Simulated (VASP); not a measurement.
A run of VASP 6.6.1:

File INCAR:

```
PREC     = Accurate       # precision mode
ENCUT    = 600            # plane-wave cutoff, eV
EDIFF    = 1E-6           # SCF threshold, eV
ISMEAR   = 0              # smearing method
SIGMA    = 0.1            # smearing width, eV
LREAL    = False          # projectors in reciprocal space
LASPH    = True           # aspherical terms in the spheres
NELM     = 80             # most SCF steps
ALGO     = Normal         # electronic algorithm
ISIF     = 3              # what is computed and relaxed
LWAVE    = False          # write WAVECAR
LCHARG   = False          # write CHGCAR
GGA      = PE             # functional
IBRION   = 2              # ionic algorithm
NSW      = 90             # ionic steps
EDIFFG   = -0.04          # ionic threshold
```

File KPOINTS:

```
Automatic mesh
0
Gamma
  8 6 6
```

File POSCAR:

```
P
1.0
    2.0395533000      0.0000000000      0.0000000000
    0.0000000000      3.0626286600      0.0000000000
    0.0000000000      0.0000000000      3.3571225300
P
1
Direct
    0.0000000000      0.0000000000      0.0000000000
```

Potentials or basis: VASP PAW PBE potentials, release 64 (P).

The run is started by

```console
$ cat potpaw_PBE.64/P/POTCAR > POTCAR
$ mpirun -np 1 vasp_std > vasp.out
```

Hardware: 1 thread of Intel(R) Xeon(R) Platinum 8488C (Sapphire Rapids), on a shared host.

Question: How long does it take, and how much memory?

Answer: Wall time 55 s on 1 thread of Intel(R) Xeon(R) Platinum 8488C (Sapphire Rapids), on a shared host, peak memory 0.13 GiB. Counts: scf iterations 186, k points 80, ion steps 29.
